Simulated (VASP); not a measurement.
**MgO: single point with PBE**

**Experimental background.**

“Electronic structure of alkaline earth and post-transition metal oxides”, 2009, arxiv:0908.1581 quotes, for a bulk crystal of MgO: band gap 7.83 eV.

Crystal: MgO.

```xyz
2
Lattice="0.0000 2.1368 2.1368 2.1368 0.0000 2.1368 2.1368 2.1368 0.0000" Properties=species:S:1:pos:R:3 pbc="T T T"
Mg    0.0000    0.0000    0.0000
O     2.1368    2.1368    2.1368
```

- Program: VASP 6.6.1
- Task: single point
- Functional: PBE
- Potentials or basis: VASP PAW PBE potentials, release 64 (Mg, O)
- Cutoff: 520 eV
- k mesh: 9 × 9 × 9
- Occupations: fermi-dirac, width 0.1 eV
- Spin: no spin polarisation

```
Pressure               : -2.8 GPa
Band gap on the k mesh : 4.31 eV, direct
```

Levels at points of the mesh, in eV from the valence-band top:
```csv
k point,band 2,band 3,band 4,band 5,band 6,band 7
"(0.00, 0.00, 0.00)",0.00,0.00,0.00,4.31,15.55,15.55
```

It took 15 s on 1 thread of Intel Xeon 6975P-C, on a shared host, peak memory 0.14 GiB.

Measured gap of MgO: 7.83 eV (quoted in “Electronic structure of alkaline earth and post-transition metal oxides”, 2009, arxiv:0908.1581). This calculation gives 4.31 eV (-3.52 eV). The value is that of PBE, without temperature or zero-point motion. Semilocal functionals fall short of measured gaps as a rule.
